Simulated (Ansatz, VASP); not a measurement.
**As: VASP beside Ansatz**

```
As
1.0
     0.00000    3.01673    3.01673
     3.01673    0.00000    3.01673
     3.01673    3.01673    0.00000
As
2
Direct
  0.12500 0.12500 0.12500
  0.87500 0.87500 0.87500
```

Alike in both runs: task single point; functional PBE; k mesh 10 × 10 × 10; occupations fermi-dirac, width 0.1 eV; no spin polarisation.

|  | VASP | Ansatz |
| --- | --- | --- |
| version | VASP 6.6.1 | Ansatz 0.2.0 |
| potentials or method | VASP PAW PBE potentials, release 64 (As), cutoff 520 eV | plane waves (420 eV) with PAW, scalar-relativistic |
| valence electrons in the cell | 10 | 30 |

```tsv
	VASP	Ansatz	Ansatz less VASP
pressure (GPa)	2.0	1.9	-0.14
```

The functional is the same, so the differences come from potentials, cutoffs and numerics. VASP's potentials hold 10 valence electrons a cell and Ansatz's 30, so a difference there can come from the potentials and not from the codes.
